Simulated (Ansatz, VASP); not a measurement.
## Two plane-wave programs on Se

File INCAR:

```
SYSTEM = Se
  PREC = Accurate
  ENCUT = 600
  EDIFF = 1E-7
  ISMEAR = 0
  SIGMA = 0.1
  LREAL = .FALSE.
  LASPH = .TRUE.
  NELM = 80
  ALGO = Normal
  ISIF = 3
  LWAVE = .FALSE.
  LCHARG = .FALSE.
  GGA = PE
  IBRION = 2
  NSW = 90
  EDIFFG = -0.04
```

The input KPOINTS:

```
Automatic mesh
0
G
  4 4 8
  0 0 0
```

The input POSCAR:

```
Se
1.0
    4.9390283200      0.0000000000      0.0000000000
    0.0000000000      4.9390283200      0.0000000000
    0.0000000000      0.0000000000      2.3073144500
Se
3
Direct
    0.0000000000      0.0000000000      0.0000000000
    0.0000000000      0.5000000000      0.0000000000
    0.5000000000      0.0000000000      0.0000000000
```

Input for Ansatz:

```yaml
crystal:
  lattice:
    - [4.93902832, 0.0, 0.0]
    - [0.0, 4.93902832, 0.0]
    - [0.0, 0.0, 2.30731445]
  atoms:
    - { symbol: Se, position: [0.0, 0.0, 0.0] }
    - { symbol: Se, position: [0.0, 0.5, 0.0] }
    - { symbol: Se, position: [0.5, 0.0, 0.0] }
basis:
  ecutwfc: 420
kpoints:
  mp_grid: { grid: [4, 4, 8] }
hamiltonian:
  xc: pbe
scf:
  occupations: { method: gaussian, width: 0.1 }
  lower_state_search: "off"
output:
  forces: true
  stress: true
  eigenvalues: true
relax:
  adjacent_minimum: "off"
  f_tol: 0.04
  max_steps: 70
  cell: { stress_tol: 0.4 }
```

Alike in both runs: task relaxation of cell and atoms; functional PBE; k mesh 4 × 4 × 8; occupations gaussian, width 0.1 eV; no spin polarisation.

|  | VASP | Ansatz |
| --- | --- | --- |
| version | VASP 6.6.1 | Ansatz 0.2.0 |
| potentials or method | VASP PAW PBE potentials, release 64 (Se), cutoff 600 eV | scalar-relativistic, plane waves, PAW |
| valence electrons in the cell | 18 | 48 |

Ansatz gave:

```
gap on the k mesh at the Fermi level, each at its own relaxed structure (eV) : none
relaxed volume (Å³/atom)                                                     : 27.00
relaxed cell length with the largest relative difference (Å)                 : 5.465
```

Question: What did VASP give for the same quantities?

Answer: gap on the k mesh at the Fermi level, each at its own relaxed structure (eV): none; relaxed volume (Å³/atom): 27.03; relaxed cell length with the largest relative difference (Å): 5.468.

A gap of «none» marks a metal or a gap that the smearing closes. VASP's potentials hold 18 valence electrons a cell and Ansatz's 48, so a difference there can come from the potentials and not from the codes.

Noted on VASP's run: the volume moved by over 15 % at a fixed basis, so the end points are rough.
